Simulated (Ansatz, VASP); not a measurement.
# Ir2Ru3: VASP beside Ansatz

```
CELL_PARAMETERS angstrom
2.75433 0.00000 0.00000
-1.37717 2.38532 0.00000
0.00000 0.00000 21.49068
ATOMIC_POSITIONS crystal
Ru 0.33333 0.66667 0.59912
Ru 0.33333 0.66667 0.00000
Ru 0.33333 0.66667 0.40088
Ru 0.66667 0.33333 0.69693
Ru 0.66667 0.33333 0.30307
Ru 0.66667 0.33333 0.50000
Ir 0.33333 0.66667 0.79644
Ir 0.33333 0.66667 0.20356
Ir 0.66667 0.33333 0.90067
Ir 0.66667 0.33333 0.09933
```

Alike in both runs: functional PBE; k mesh 6 × 6 × 1; occupations gaussian, width 0.1 eV; no spin polarisation.

Ansatz relaxed the structure, and its values are those at the end. VASP's run is a single point on that final structure, the one shown.

|  | VASP | Ansatz |
| --- | --- | --- |
| version | VASP 6.6.1 | Ansatz 0.2.0 |
| potentials or method | VASP PAW PBE potentials, release 64 (Ru_pv, Ir), cutoff 520 eV | scalar-relativistic, plane waves, PAW |
| valence electrons in the cell | 120 | 164 |

Ansatz gave:

```
gap on the k mesh at the Fermi level (eV) : none
pressure (GPa)                            : 0.0
rms of the force components (eV/Å)        : 0.000
```

Q: Estimate VASP's values.

A: gap on the k mesh at the Fermi level (eV): none; pressure (GPa): -0.2; rms of the force components (eV/Å): 0.010.

A gap of «none» marks a metal or a gap that the smearing closes. With one functional, cell and mesh, what is left measures potentials, basis and numerics. VASP's potentials hold 120 valence electrons a cell and Ansatz's 164, so a difference there can come from the potentials and not from the codes.

The k mesh is coarse, so the values compare programs but aren't converged. Spin-orbit coupling is off throughout.
